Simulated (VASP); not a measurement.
# SiNi3 (P4/mmm) in VASP: single point with PBEsol

Aim: the single point of SiNi3 with PBEsol.

All numbers are computed with VASP 6.6.1; they aren't measurements. Logs are shortened: lines on timing, memory, paths and dates and some standing lists are left out, and cuts for length are marked.

### Step 1. The cell of the first run

It takes space group P4/mmm (No. 123, tetragonal). The conventional cell has a = 3.617 Å, b = 3.617 Å, c = 3.368 Å, α = 90.00°, β = 90.00°, γ = 90.00°. Within 3.4 Å of Si (site symmetry 4/mmm) lie 12 Ni at 2.47 to 2.56 Å and 2 Si at 3.37 Å. Ni (site symmetry mmm) has 4 Si at 2.47 Å and 10 Ni at 2.47 to 3.37 Å within 3.4 Å. Ni (site symmetry 4/mmm) has 10 Ni at 2.47 to 3.37 Å and 4 Si at 2.56 Å within 3.4 Å.

### Step 2. Single point, PBEsol (biaxial strain in the a-b plane: +4.5 %)

File INCAR:

```
ALGO = Fast
EDIFF = 1E-6
ENCUT = 520
GGA = PS
ISIF = 2
ISMEAR = 0
LASPH = T
LCHARG = F
LREAL = F
LWAVE = F
NBANDS = 25
NELM = 100
PREC = Accurate
SIGMA = 0.1
```

File KPOINTS:

```
k-points
0
Gamma
  16 16 16
```

File POSCAR:

```
SiNi3
1.0
    3.6170018073      0.0000000000      0.0000000000
    0.0000000000      3.6170018073      0.0000000000
    0.0000000000      0.0000000000      3.3677921134
Si Ni
1 3
Direct
    0.0000000000      0.0000000000      0.0000000000
    0.0000000000      0.5000000000      0.5000000000
    0.5000000000      0.0000000000      0.5000000000
    0.5000000000      0.5000000000      0.0000000000
```

Potentials or basis: VASP PAW PBE potentials, release 64 (Si, Ni).

On the command line:

```sh
$ cat potpaw_PBE.64/Si/POTCAR potpaw_PBE.64/Ni/POTCAR > POTCAR
$ mpirun -np 1 vasp_std > vasp.out
```

OUTCAR:

```text
EDIFF = 1E-6
   ENCUT = 520
   GGA = PS
   ISIF = 2
   ISMEAR = 0
   LASPH = T
   LREAL = F
   NELM = 100
   PREC = Accurate

 ion  position               nearest neighbor table
   1  0.000  0.000  0.000-   2 2.47   3 2.47   2 2.47   3 2.47   2 2.47   2 2.47   3 2.47   3 2.47
                             4 2.56   4 2.56   4 2.56   4 2.56
   2  0.000  0.500  0.500-   1 2.47   4 2.47   1 2.47   4 2.47   1 2.47   1 2.47   4 2.47   4 2.47
                             3 2.56   3 2.56   3 2.56   3 2.56
   3  0.500  0.000  0.500-   1 2.47   4 2.47   1 2.47   4 2.47   4 2.47   4 2.47   1 2.47   1 2.47
                             2 2.56   2 2.56   2 2.56   2 2.56
   4  0.500  0.500  0.000-   2 2.47   3 2.47   2 2.47   3 2.47   3 2.47   3 2.47   2 2.47   2 2.47
                             1 2.56   1 2.56   1 2.56   1 2.56

  LATTYP: Found a simple tetragonal cell.
 ALAT       =     3.6170018073
 C/A-ratio  =     0.9311004785

  Lattice vectors:

 A1 = (   3.6170018073,   0.0000000000,   0.0000000000)
 A2 = (   0.0000000000,   3.6170018073,   0.0000000000)
 A3 = (   0.0000000000,   0.0000000000,   3.3677921134)

Analysis of symmetry for initial positions (statically):
=====================================================================
 Subroutine PRICEL returns:
 Original cell was already a primitive cell.

 Routine SETGRP: Setting up the symmetry group for a
 simple tetragonal supercell.

 Subroutine GETGRP returns: Found 16 space group operations
 (whereof 16 operations were pure point group operations)
 out of a pool of 16 trial point group operations.

The static configuration has the point symmetry D_4h.

Analysis of symmetry for dynamics (positions and initial velocities):
=====================================================================
 Subroutine PRICEL returns:
 Original cell was already a primitive cell.

 Routine SETGRP: Setting up the symmetry group for a
 simple tetragonal supercell.

 Subroutine GETGRP returns: Found 16 space group operations
 (whereof 16 operations were pure point group operations)
 out of a pool of 16 trial point group operations.

The dynamic configuration has the point symmetry D_4h.

 Subroutine INISYM returns: Found 16 space group operations
 (whereof 16 operations are pure point group operations),
 and found     1 'primitive' translations

----------------------------------------------------------------------------------------

                                     Primitive cell

  volume of cell :      44.0598

  direct lattice vectors                    reciprocal lattice vectors
     3.617001807  0.000000000  0.000000000     0.276472076  0.000000000  0.000000000
     0.000000000  3.617001807  0.000000000     0.000000000  0.276472076  0.000000000
     0.000000000  0.000000000  3.367792113     0.000000000  0.000000000  0.296930442

  length of vectors
     3.617001807  3.617001807  3.367792113     0.276472076  0.276472076  0.296930442

  position of ions in fractional coordinates (direct lattice)
     0.000000000  0.000000000  0.000000000
     0.000000000  0.500000000  0.500000000
     0.500000000  0.000000000  0.500000000
     0.500000000  0.500000000  0.000000000

  ion indices of the primitive-cell ions
   primitive index   ion index
                 1           1
                 2           2
                 3           3
                 4           4

----------------------------------------------------------------------------------------

 KPOINTS: k-points

Automatic generation of k-mesh.
 Grid dimensions read from file:
 generate k-points for:   16   16   16

 Generating k-lattice:

  Cartesian coordinates                     Fractional coordinates (reciprocal lattice)
     0.017279505  0.000000000  0.000000000     0.062500000  0.000000000  0.000000000
     0.000000000  0.017279505  0.000000000     0.000000000  0.062500000  0.000000000
     0.000000000  0.000000000  0.018558153     0.000000000  0.000000000  0.062500000

  Length of vectors
     0.017279505  0.017279505  0.018558153

  Shift w.r.t. Gamma in fractional coordinates (k-lattice)
     0.000000000  0.000000000  0.000000000

 Subroutine IBZKPT returns following result:
 ===========================================

 Found    405 irreducible k-points:

 Following reciprocal coordinates:
            Coordinates               Weight
  0.000000  0.000000  0.000000      1.000000
  0.062500  0.000000  0.000000      4.000000
  0.125000  0.000000  0.000000      4.000000
  0.187500  0.000000  0.000000      4.000000
  0.250000  0.000000  0.000000      4.000000
  0.312500  0.000000  0.000000      4.000000
[... 16 lines left out ...]
  0.437500  0.125000  0.000000      8.000000
  0.500000  0.125000  0.000000      4.000000
 [... further k-points ...]
   k-points           NKPTS =    405   k-points in BZ     NKDIM =    405   number of bands    NBANDS=     25
   number of dos      NEDOS =    301   number of ions     NIONS =      4
   total plane-waves  NPLWV =  21952
   dimension x,y,z NGX =    28 NGY =   28 NGZ =   28
   dimension x,y,z NGXF=    56 NGYF=   56 NGZF=   56
   ions per type =               1   3
   NGX,Y,Z   is equivalent  to a cutoff of  12.87, 12.87, 13.82 a.u.
   NGXF,Y,Z  is equivalent  to a cutoff of  25.74, 25.74, 27.64 a.u.
 SYSTEM =  unknown system
   PREC   = accura    normal or accurate (medium, high low for compatibility)
   ISTART =      0    job   : 0-new  1-cont  2-samecut
   ICHARG =      2    charge: 1-file 2-atom 10-const
   ISPIN  =      1    spin polarized calculation?
   LNONCOLLINEAR =      F non collinear calculations
   LSORBIT =      F    spin-orbit coupling
   LASPH  =      T    aspherical Exc in radial PAW
   ENCUT  =  520.0 eV  38.22 Ry    6.18 a.u.   6.73  6.73  6.26*2*pi/ulx,y,z
   NELM   =    100;   NELMIN=  2; NELMDL= -5     # of ELM steps
   EDIFF  = 0.1E-05   stopping-criterion for ELM
   LREAL  =      F    real-space projection
   EDIFFG = 0.1E-04   stopping-criterion for IOM
   NSW    =      0    number of steps for IOM
   IBRION =     -1    ionic relax: 0-MD 1-quasi-New 2-CG
   NFREE  =      0    steps in history (QN), initial steepest desc. (CG)
   ISIF   =      2    stress and relaxation
   ISYM   =      2    0-nonsym 1-usesym 2-fastsym
   POTIM  = 0.5000    time-step for ionic-motion
   TEBEG  =    0.0;   TEEND  =   0.0 temperature during run
   PSTRESS=    0.0 pullay stress
   NELECT =      34.0000    total number of electrons
   NUPDOWN=      -1.0000    fix difference up-down
   EMIN   =  10.00;   EMAX   =-10.00  energy-range for DOS
   EFERMI =   0.00;   METHOD = LEGACY
   ISMEAR =     0;   SIGMA  =   0.10  broadening in eV -4-tet -1-fermi 0-gaus
   EFERMI_NEDOS =   21; number of points for ismear=-14 and -15
   IALGO  =     68    algorithm
   IMIX   =      4    mixing-type and parameters
     AMIX     =   0.40;   BMIX     =  1.00
     AMIX_MAG =   1.60;   BMIX_MAG =  1.00
  volume/ion in A,a.u.               =      11.01        74.33
  Fermi-wavevector in a.u.,A,eV,Ry     =   1.501598  2.837608 30.678353  2.254795
  Thomas-Fermi vector in A             =   2.612947
   LORBIT       =      0    0 simple, 1 ext, 2 COOP (PROOUT), +10 PAW based schemes
   GGA     = PS    functional components
   LHFCALC =     F    Hartree Fock is set to
   AEXX    =    0.0000 exact exchange contribution
   IVDW    =     0    specifies the selected vdW correction
   LEPSILON=     F    determine dielectric tensor
   LRPA    =     F    only Hartree local field effects (RPA)
 non-spin polarized calculation
 RMM-DIIS sequential band-by-band and
 Gauss-broadening in eV      SIGMA  =   0.10
  energy-cutoff  :      520.00
  volume of cell :       44.06
 maximum number of plane-waves:      1208
 NGX is ok and might be reduce to    28
   NGX = 13   NGY = 13   NGZ = 13

 number of electron      34.0000057 magnetization

 Free energy of the ion-electron system (eV)
  ---------------------------------------------------
  ext. energy  EPLUGINS =         0.00000000
  ---------------------------------------------------
  free energy    TOTEN  =       -26.13049837 eV

  energy without entropy =      -26.12188007  energy(sigma->0) =      -26.12618922

 E-fermi :  10.1986     XC(G=0): -13.1183

 val. band max:       10.1984730636   @ k =   0.1875   0.0625   0.0625
 cond. band min:      10.1996287349   @ k =   0.5000   0.3125   0.5000
 fundamental gap:      0.0011556714
 Fermi energy:        10.1986169785

 k-point     1 :       0.0000    0.0000    0.0000
  band No.  band energies     occupation
      1      -1.5824      2.00000
      2       5.4230      2.00000
      3       6.2069      2.00000
      4       6.2894      2.00000
      5       6.6924      2.00000
      6       6.8055      2.00000
[... 17 lines left out ...]
     24      20.1661      0.00000
     25      21.0828      0.00000

 k-point     2 :       0.0625    0.0000    0.0000
  band No.  band energies     occupation
      1      -1.5399      2.00000
      2       5.4234      2.00000
      3       6.1487      2.00000
      4       6.3067      2.00000
      5       6.6847      2.00000
      6       6.8100      2.00000
[... 17 lines left out ...]
     24      20.0629      0.00000
     25      20.9512      0.00000

 k-point     3 :       0.1250    0.0000    0.0000
  band No.  band energies     occupation
      1      -1.4134      2.00000
      2       5.3711      2.00000
      3       5.9869      2.00000
      4       6.3873      2.00000
      5       6.6615      2.00000
      6       6.8220      2.00000
[... 17 lines left out ...]
     24      19.8113      0.00000
     25      20.5027      0.00000

 k-point     4 :       0.1875    0.0000    0.0000
  band No.  band energies     occupation
      1      -1.2064      2.00000
      2       5.0761      2.00000
      3       5.9142      2.00000
      4       6.5232      2.00000
      5       6.6230      2.00000
      6       6.8365      2.00000
[... 17 lines left out ...]
     24      19.5790      0.00000
     25      19.7688      0.00000

 k-point     5 :       0.2500    0.0000    0.0000
  band No.  band energies     occupation
      1      -0.9255      2.00000
      2       4.5237      2.00000
      3       5.9937      2.00000
      4       6.5726      2.00000
      5       6.7012      2.00000
      6       6.8470      2.00000
[... 17 lines left out ...]
     24      18.9069      0.00000
     25      19.7251      0.00000

 k-point     6 :       0.3125    0.0000    0.0000
  band No.  band energies     occupation
      1      -0.5843      2.00000
      2       3.8763      2.00000
      3       6.1306      2.00000
      4       6.5179      2.00000
      5       6.8486      2.00000
      6       6.9039      2.00000
[... 17 lines left out ...]
     24      18.0287      0.00000
     25      20.5618      0.00000
[... 393 lines left out ...]
 k-point    21 :       0.3125    0.1250    0.0000
  band No.  band energies     occupation
      1      -0.4280      2.00000
      2       3.9992      2.00000
      3       5.9607      2.00000
      4       6.3869      2.00000
      5       6.7827      2.00000
      6       6.9626      2.00000
[... 17 lines left out ...]
     24      18.8792      0.00000
     25      21.1598      0.00000

 k-point    22 :       0.3750    0.1250    0.0000
  band No.  band energies     occupation
      1      -0.0620      2.00000
      2       3.3839      2.00000
      3       6.0579      2.00000
      4       6.4205      2.00000
      5       6.7823      2.00000
      6       7.1527      2.00000
[... 17 lines left out ...]
     24      18.9792      0.00000
     25      21.9559      0.00000

 k-point    23 :       0.4375    0.1250    0.0000
  band No.  band energies     occupation
      1       0.2647      2.00000
      2       2.8949      2.00000
      3       6.1063      2.00000
      4       6.4642      2.00000
      5       6.7799      2.00000
      6       7.2436      2.00000
[... 17 lines left out ...]
     24      18.8992      0.00000
     25      21.7454      0.00000

 k-point    24 :       0.5000    0.1250    0.0000
  band No.  band energies     occupation
      1       0.4098      2.00000
      2       2.6938      2.00000
      3       6.1186      2.00000
      4       6.4856      2.00000
      5       6.7785      2.00000
      6       7.2489      2.00000
[... 17 lines left out ...]
     24      18.8556      0.00000
     25      21.6671      0.00000

 [... further k-points ...]

------------------------ aborting loop because EDIFF is reached ----------------------------------------

  FORCE on cell =-STRESS in cart. coord.  units (eV):
  Direction    XX          YY          ZZ          XY          YZ          ZX
  --------------------------------------------------------------------------------------
  -------------------------------------------------------------------------------------
  Total       -4.1104381     -4.1104381     -1.7207633      0.0000000      0.0000000      0.0000000
  in kB     -149.4706658   -149.4706658    -62.5732905      0.0000000      0.0000000      0.0000000
  external PRESSURE =    -120.5048741 kB  Pullay stress =       0.0000000 kB

 VOLUME and BASIS-vectors are now :
 -----------------------------------------------------------------------------
  energy-cutoff  :      520.00
  volume of cell :       44.06
      direct lattice vectors                 reciprocal lattice vectors
     3.617001807  0.000000000  0.000000000     0.276472076  0.000000000  0.000000000
     0.000000000  3.617001807  0.000000000     0.000000000  0.276472076  0.000000000
     0.000000000  0.000000000  3.367792113     0.000000000  0.000000000  0.296930442

 POSITION                                       TOTAL-FORCE (eV/Angst)
 -----------------------------------------------------------------------------------
      0.00000      0.00000      0.00000         0.000000      0.000000      0.000000
      0.00000      1.80850      1.68390         0.000000      0.000000      0.000000
      1.80850      0.00000      1.68390         0.000000      0.000000      0.000000
      1.80850      1.80850      0.00000         0.000000      0.000000      0.000000
 -----------------------------------------------------------------------------------
    total drift:                                0.000000      0.000000      0.000000

  FREE ENERGIE OF THE ION-ELECTRON SYSTEM (eV)
  ---------------------------------------------------
  free  energy   TOTEN  =       -26.1304983663 eV

  energy  without entropy=      -26.1218800667  energy(sigma->0) =      -26.12618922
```

It took 4.5 min on 1 thread of Intel Xeon Platinum 8488C (Sapphire Rapids), shared host; peak memory 0.44 GiB.

What came out:

```yaml
Free_energy: -26.1305 eV
Pressure: -12.1 GPa
Band_gap_on_the_k_mesh: zero (bands 17 and 18 overlap by 0.38 eV)
```

Stress tensor (GPa, compression positive):
```
-14.95   0.00   0.00
  0.00 -14.95   0.00
  0.00   0.00  -6.26
```

Caveat: the cell differs from its parent crystal (biaxial strain in the a-b plane: +4.5 %); the stress differs along the axes, from -15 to -6 GPa; the PAW data sets were made with another functional, which shifts forces and pressure a little. Spin polarisation is off, so any magnetic state and its effect on volume and gap are missing.
